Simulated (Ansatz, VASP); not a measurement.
**PbO in VASP and in Ansatz**

```
Pb O
1.0
     3.90500    0.00000    0.00000
     0.00000    3.90500    0.00000
     0.00000    0.00000   30.74933
Pb O
2 2
Direct
  0.50000 0.00000 0.45803
  0.00000 0.50000 0.54197
  0.00000 0.00000 0.50000
  0.50000 0.50000 0.50000
```

Alike in both runs: task single point; functional PBE; dispersion D3(BJ); k mesh 6 × 6 × 1; occupations gaussian, width 0.02 eV; no spin polarisation.

|  | VASP | Ansatz |
| --- | --- | --- |
| version | VASP 6.6.1 | Ansatz 0.2.0 |
| potentials or method | VASP PAW PBE potentials, release 64 (Pb_d, O), cutoff 520 eV | scalar-relativistic, plane waves, PAW |
| valence electrons in the cell | 40 | 40 |

```tsv
	VASP	Ansatz	Ansatz less VASP
gap on the k mesh at the Fermi level (eV)	2.77	2.78	+0.009
least direct gap on the mesh (eV)	2.92	2.93	+0.009
rms of the force components (eV/Å)	0.288	0.303	+0.0153
```

Neither program's run includes spin-orbit coupling.
